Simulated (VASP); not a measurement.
Set up this calculation in VASP 6.6.1, as the native input.

- Task: single point
- Functional: r2SCAN
- Potentials or basis: VASP PAW PBE potentials, release 64 (Ti_sv)
- Cutoff: 520 eV
- k mesh: 20 × 20 × 20
- Occupations: gaussian, width 0.15 eV
- Spin: no spin polarisation
- Dipole correction: no
- Further INCAR settings: ALGO = Normal; EDIFF = 1e-06; NBANDS = 12

Crystal: Ti.

```xyz
1
Lattice="0.0000 1.8676 2.0300 1.8676 0.0000 2.0300 1.8676 1.8676 0.0000" Properties=species:S:1:pos:R:3 pbc="T T T"
Ti    0.0000    0.0000    0.0000
```

This cell differs from its parent crystal: strain -0.080 along x and y, +0.000 along z.

The input as run:

POSCAR

```
Ti
1.0
    0.0000000000      1.8676000000      2.0300000000
    1.8676000000      0.0000000000      2.0300000000
    1.8676000000      1.8676000000      0.0000000000
Ti
1
Direct
    0.0000000000      0.0000000000      0.0000000000
```

INCAR.step1

```
SYSTEM = Ti
ALGO = Normal
EDIFF = 1E-4
ENCUT = 520
GGA = PE
ISMEAR = 0
LASPH = .True.
LCHARG = .False.
LREAL = .False.
LWAVE = .True.
NBANDS = 12
NELM = 60
PREC = Accurate
SIGMA = 0.15
```

INCAR.step2

```
SYSTEM = Ti
ALGO = Normal
EDIFF = 1E-6
ENCUT = 520
ISIF = 2
ISMEAR = 0
ISTART = 1
LASPH = .True.
LCHARG = .False.
LMIXTAU = .True.
LREAL = .False.
LWAVE = .False.
METAGGA = R2SCAN
NBANDS = 12
NELM = 60
PREC = Accurate
SIGMA = 0.15
```

KPOINTS

```
k-points
0
Gamma
  20 20 20
  0 0 0
```

Potentials or basis: VASP PAW PBE potentials, release 64 (Ti_sv).

Launch:

```sh
$ cat potpaw_PBE.64/Ti_sv/POTCAR > POTCAR
$ cp INCAR.step1 INCAR
$ mpirun -np 1 vasp_std > vasp.out
$ cp INCAR.step2 INCAR
$ mpirun -np 1 vasp_std > vasp.out
```

It gave:

| Quantity | Value |
| --- | --- |
| Pressure | 31.9 GPa |
| Band gap on the k mesh | zero (band 6 reaches 11.51 eV, above the bottom of band 7 at 9.81 eV) |

Caveat: the cell differs from its parent crystal (strain -0.080 along x and y, +0.000 along z); the PAW data sets were made with another functional, which shifts forces and pressure a little.

It took 120 s on 1 thread of Intel(R) Xeon(R) 6975P-C (Granite Rapids) (shared host), peak memory 0.22 GiB.
